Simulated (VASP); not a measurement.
Wanted: the native input for a VASP 6.6.1 run.

```
Task                   : single point
Functional             : PBE
Potentials or basis    : VASP PAW PBE potentials, release 64 (Gd, Se, O)
Cutoff                 : 600 eV
k mesh                 : 5 × 5 × 3
Occupations            : fermi-dirac, width 0.1 eV
Spin                   : collinear spin, ferromagnetic start
Starting moments       : [6.9, 6.9, 0.0, 0.0, 0.0, 0.0] μB
Hubbard terms          : Gd f U = 7.02 eV, J = 0.41 eV
Dipole correction      : no
LDAUTYPE               : 1
Hund's J               : 0.41
Further INCAR settings : ALGO = Normal; EDIFF = 1e-06; NBANDS = 43
```

The structure of GdSeO lies in POSCAR:

```
GdSeO
1.0
    4.1249885235      0.0000000000      0.0000000000
    0.0000000000      4.1249885235      0.0000000000
    0.0000000000      0.0000000000      6.9529214942
Gd Se O
2 2 2
Direct
    0.2500000000      0.2500000000      0.1512428030
    0.7500000000      0.7500000000      0.8487571970
    0.2500000000      0.2500000000      0.5579821291
    0.7500000000      0.7500000000      0.4420178709
    0.7500000000      0.2500000000      0.0000000000
    0.2500000000      0.7500000000      0.0000000000
```

One way to write it, as run:

INCAR

```
ALGO = Normal ; EDIFF = 1E-6
ENCUT = 600 ; GGA = PE
GGA_COMPAT = False ; ISIF = 2
ISMEAR = -1 ; ISPIN = 2
LASPH = True ; LCHARG = False
LDAU = True ; LDAUJ = 0.41 0 0
LDAUL = 3 -1 -1 ; LDAUPRINT = 1
LDAUTYPE = 1 ; LDAUU = 7.02 0 0
LMAXMIX = 6 ; LORBIT = 11
LREAL = False ; LWAVE = False
MAGMOM = 6.9 6.9 0 0 0 0 ; NBANDS = 43
NELM = 200 ; PREC = Accurate
SIGMA = 0.1
```

KPOINTS

```
k-points
0
Gamma
  5 5 3
```

Potentials or basis: VASP PAW PBE potentials, release 64 (Gd, Se, O).

The run is started by

```console
$ cat potpaw_PBE.64/Gd/POTCAR potpaw_PBE.64/Se/POTCAR potpaw_PBE.64/O/POTCAR > POTCAR
$ mpirun -np 1 vasp_std > vasp.out
```

It gave:

```yaml
Pressure: 0.1 GPa
Largest_force: 0.014 eV/Å
Band_gap_on_the_k_mesh: zero (filled and empty bands overlap)
Net_moment: 14.02 μB per cell
Site_moments: Gd +6.85; Se -0.02; O -0.04 μB
Valence_electrons_inside_the_program's_atomic_spheres: Gd 15.15; Se 3.77; O 5.04
```

Caveat: spin-orbit coupling is left out, which moves the levels of the heavy elements.

It took 11 min on 1 thread of Oxide Virtual Turin-like Processor, on a shared host, peak memory 0.35 GiB.
